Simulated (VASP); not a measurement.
Runs of VASP 6.6.1 on La. The structure is that of space group Im-3m (No. 229), or close to it. The cells are those of the table. This isn't the form of La at room conditions, which is double hcp.

```csv
task,cell,k mesh,cutoff (eV),gap on the mesh (eV),pressure (GPa),moment (μB)
single point,"a = 3.761 Å, angles 109.5°, 1 atom",17 × 17 × 17,520,none,-1.8,0.49
single point,"a = 3.666 Å, angles 109.5°, 1 atom",17 × 17 × 17,520,none,0.0,0.45
single point,"a = 3.565 Å, angles 109.5°, 1 atom",17 × 17 × 17,520,none,(b),0.37
single point,"a = 3.807 Å, angles 109.5°, 1 atom",17 × 17 × 17,520,none,-2.6,0.49
single point,"a = 3.666 Å, angles 109.5°, 1 atom",11 × 11 × 11,520,none,0.0,0.56
relaxation of cell and atoms,"relaxed from a = 3.649 Å, angles 109.5°, 1 atom",11 × 11 × 11,600,none,0.0,0.56
single point,"a = 3.513 Å, angles 109.5°, 1 atom",17 × 17 × 17,520,none,(a),0.33
```

Alike in all rows: level PBE; potentials or basis VASP PAW PBE potentials, release 64 (La); spin collinear; smearing fermi-dirac 0.05 eV.

Question: Fill in the values left out.

Answer: (a) 4.0; (b) 2.4.

Caveats: spin-orbit coupling is left out, which moves the levels of the heavy elements; the cell stands under pressure (at least some runs).

A k mesh can miss the band edges, and the runs leave out spin-orbit coupling on La.

A gap of «none» marks levels without a gap at the run's occupations.
